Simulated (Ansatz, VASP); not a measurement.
Two plane-wave programs on Sc

```xyz
4
Lattice="3.2959 0.0000 0.0000 -1.6479 2.8543 0.0000 0.0000 0.0000 10.5198" Properties=species:S:1:pos:R:3 pbc="T T T"
Sc   -1.6479    2.8543    0.0000
Sc   -1.6479    2.8543    5.2599
Sc    0.0000    1.9029    2.6299
Sc    1.6479    0.9514    7.8898
```

Alike in both runs: task single point; functional PBE; k mesh 12 × 12 × 4; occupations fermi-dirac, width 0.1 eV; no spin polarisation.

```csv
,VASP,Ansatz
version,VASP 6.6.1,Ansatz 0.2.0
potentials or method,"VASP PAW PBE potentials, release 64 (Sc_sv), cutoff 520 eV","plane waves (420 eV) with PAW, scalar-relativistic"
valence electrons in the cell,44,44
```

```tsv
	VASP	Ansatz	Ansatz less VASP
pressure (GPa)	0.0	0.0	-0.03
```
